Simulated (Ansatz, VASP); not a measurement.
## One calculation of GdO, two programs

The input INCAR:

```
SYSTEM = GdO
PREC     = Accurate       ! precision mode
ENCUT    = 520            ! plane-wave cutoff, eV
EDIFF    = 1E-6           ! SCF threshold, eV
ISMEAR   = -1             ! smearing method
SIGMA    = 0.05           ! smearing width, eV
LREAL    = .FALSE.        ! projectors in reciprocal space
LASPH    = .TRUE.         ! aspherical terms in the spheres
NELM     = 150            ! most SCF steps
ALGO     = Normal         ! electronic algorithm
ISIF     = 2              ! what is computed and relaxed
LWAVE    = .FALSE.        ! write WAVECAR
LCHARG   = .FALSE.        ! write CHGCAR
ISPIN    = 2              ! spin polarisation
MAGMOM   = 7 0            ! initial moments
LORBIT   = 11             ! projections on sites
LMAXMIX  = 6              ! l up to which the mixer works
GGA      = CA             ! functional
NBANDS   = 23             ! bands
```

File KPOINTS:

```
Automatic mesh
0
G
  9 9 9
  0 0 0
```

File POSCAR:

```
GdO
1.0
    0.0000000000      2.6448824935      2.6448824935
    2.6448824935      0.0000000000      2.6448824935
    2.6448824935      2.6448824935      0.0000000000
Gd O
1 1
Direct
    0.0000000000      0.0000000000      0.0000000000
    0.7500000000      0.7500000000      0.7500000000
```

File input.yaml:

```yaml
crystal:
  lattice:
    - [0.0, 2.6448824935, 2.6448824935]
    - [2.6448824935, 0.0, 2.6448824935]
    - [2.6448824935, 2.6448824935, 0.0]
  atoms:
    - { symbol: Gd, position: [0.0, 0.0, 0.0], spin: 7.0 }
    - { symbol: O, position: [0.75, 0.75, 0.75] }
kpoints:
  mp_grid: { grid: [9, 9, 9] }
scf:
  occupations: { method: fermi_dirac, width: 0.05 }
hamiltonian:
  xc: lda
  pseudopotentials: { kind: all_electron, lapw: { basis_error: 0.001 } }
magnetization:
  spin_polarized: true
output:
  forces: true
  stress: true
  eigenvalues: true
```

Change from the starting cell: volume scaled by 0.94.

Alike in both runs: task single point; functional LDA; k mesh 9 × 9 × 9; occupations fermi-dirac, width 0.05 eV; collinear spin.

```csv
,VASP,Ansatz
version,VASP 6.6.1,Ansatz 0.2.0
potentials or method,"VASP PAW PBE potentials, release 64 (Gd, O), cutoff 520 eV","all-electron LAPW, scalar-relativistic"
```

|  | VASP | Ansatz | Ansatz less VASP |
| --- | --- | --- | --- |
| gap on the k mesh at the Fermi level (eV) | none | none | - |
| pressure (GPa) | -1.7 | -2.3 | -0.54 |
| net moment per atom (μB) | 3.43 | 3.47 | +0.046 |
| size of the moment on the site where the two differ most (μB) | 6.64 | 6.80 | +0.159 |

VASP's potentials were made for PBE, not for LDA. LDA's correlation is that of Perdew and Zunger in VASP and of Perdew and Wang (1992) in Ansatz. Site moments also hang on the region over which each program counts them. A gap of «none» marks a metal or a gap that the smearing closes. Ansatz ran all-electron here, and VASP with PAW potentials.

Spin-orbit coupling is off throughout. Noted on Ansatz's run: the open f shell may have settled in a state that isn't the lowest.
